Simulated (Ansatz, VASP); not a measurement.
Two plane-wave programs on Sn2Se

The input INCAR:

```
SYSTEM = Sn2Se
ALGO = Normal
EDIFF = 1E-6
EDIFFG = -0.04
ENCUT = 600
GGA = PE
IBRION = 2
ISIF = 3
ISMEAR = 0
LASPH = .True.
LCHARG = .False.
LREAL = .False.
LWAVE = .False.
NELM = 60
NSW = 90
PREC = Accurate
SIGMA = 0.1
```

KPOINTS

```
k-points
0
Gamma
  6 6 4
  0 0 0
```

POSCAR

```
Sn2Se
1.0
    3.9121466100      0.0000000000      0.0000000000
   -1.9560733100      3.3880183500      0.0000000000
    0.0000000000      0.0000000000      6.9373025300
Sn Se
2 1
Direct
    0.3333333300      0.6666666700      0.0000000000
    0.6666666700      0.3333333300      0.0000000000
    0.0000000000      0.0000000000      0.0000000000
```

Input for Ansatz:

```yaml
crystal:
  lattice:
    - [3.91214661, 0.0, 0.0]
    - [-1.95607331, 3.38801835, 0.0]
    - [0.0, 0.0, 6.93730253]
  atoms:
    - { symbol: Sn, position: [0.33333333, 0.66666667, 0.0] }
    - { symbol: Sn, position: [0.66666667, 0.33333333, 0.0] }
    - { symbol: Se, position: [0.0, 0.0, 0.0] }
basis:
  ecutwfc: 420
kpoints:
  mp_grid: { grid: [6, 6, 4] }
hamiltonian:
  xc: pbe
scf:
  occupations: { method: gaussian, width: 0.1 }
  lower_state_search: "off"
output:
  forces: true
  stress: true
  eigenvalues: true
relax:
  adjacent_minimum: "off"
  f_tol: 0.04
  max_steps: 70
  cell: { stress_tol: 0.4 }
```

Alike in both runs: task relaxation of cell and atoms; functional PBE; k mesh 6 × 6 × 4; occupations gaussian, width 0.1 eV; no spin polarisation.

|  | VASP | Ansatz |
| --- | --- | --- |
| version | VASP 6.6.1 | Ansatz 0.2.0 |
| potentials or method | VASP PAW PBE potentials, release 64 (Sn_d, Se), cutoff 600 eV | scalar-relativistic, plane waves, PAW |
| valence electrons in the cell | 34 | 44 |

|  | VASP | Ansatz | Ansatz less VASP |
| --- | --- | --- | --- |
| gap on the k mesh at the Fermi level, each at its own relaxed structure (eV) | none | none | - |
| relaxed volume (Å³/atom) | 56.37 | 26.48 | -29.894 |
| relaxed cell length with the largest relative difference (Å) | 5.306 | 2.944 | -2.3620 |

A gap of «none» marks a metal or a gap that the smearing closes. One of these differences is far larger than is usual between the two programs; its cause wasn't traced. VASP's potentials hold 34 valence electrons a cell and Ansatz's 44, so a difference there can come from the potentials and not from the codes.

Noted on VASP's run: the volume moved by over 15 % at a fixed basis, so the end points are rough.
